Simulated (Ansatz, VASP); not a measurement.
BaTiO3 in VASP and in Ansatz

```
Ba Ti O
1.0
    -3.92267    0.00000   -3.92267
     0.00000   -3.92267    0.00000
    -3.92267    0.00000    3.92267
Ba Ti O
2 2 6
Cartesian
  0.0000 0.0000 0.0000
  -3.9227 0.0000 0.0000
  -1.9613 -1.9613 1.9613
  -1.9613 -1.9613 -1.9613
  -5.8840 -1.9613 0.0000
  -1.9613 -1.9613 0.0000
  -3.9227 -1.9613 -1.9613
  -3.9227 -1.9613 1.9613
  -1.9613 0.0000 1.9613
  -1.9613 0.0000 -1.9613
```

Alike in both runs: task single point; functional r2SCAN; k mesh 5 × 7 × 5; occupations gaussian, width 0.0409 eV; no spin polarisation.

```csv
,VASP,Ansatz
version,VASP 6.6.1,Ansatz 0.2.0
potentials or method,"VASP PAW PBE potentials, release 64 (Ba_sv, Ti_sv, O), cutoff 520 eV",PAW plane waves
valence electrons in the cell,80,80
```

```tsv
	VASP	Ansatz	Ansatz less VASP
gap on the k mesh at the Fermi level (eV)	2.28	2.31	+0.030
pressure (GPa)	13.5	11.0	-2.46
```

VASP's potentials were made for PBE, not for r2SCAN.

Spin-orbit coupling is off throughout.
